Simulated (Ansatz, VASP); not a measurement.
**One calculation of Hf, two programs**

```
Hf
1.0
     4.99519    0.00000    0.00000
    -2.49760    4.32596    0.00000
     0.00000    0.00000    3.10667
Hf
3
Direct
  0.00000 0.00000 0.00000
  0.33333 0.66667 0.50000
  0.66667 0.33333 0.50000
```

Alike in both runs: task single point; functional r2SCAN; k mesh 6 × 6 × 9; occupations fermi-dirac, width 0.05 eV; no spin polarisation.

```csv
,VASP,Ansatz
version,VASP 6.6.1,Ansatz 0.2.0
potentials or method,"VASP PAW PBE potentials, release 64 (Hf_pv)",Ansatz PAW
plane-wave cutoff (eV),520,500
valence electrons in the cell,30,78
```

|  | VASP | Ansatz | Ansatz less VASP |
| --- | --- | --- | --- |
| gap on the k mesh at the Fermi level (eV) | none | none | - |
| pressure (GPa) | -2.1 | -1.5 | +0.57 |
| traceless stress, the component that is largest in VASP (GPa) | -0.21 | -0.18 | +0.033 |

VASP's potentials were made for PBE, not for r2SCAN. A gap of «none» marks a metal or a gap that the smearing closes. With one functional, cell and mesh, what is left measures potentials, basis and numerics. VASP's potentials hold 30 valence electrons a cell and Ansatz's 78, so a difference there can come from the potentials and not from the codes.

Neither program's run includes spin-orbit coupling.
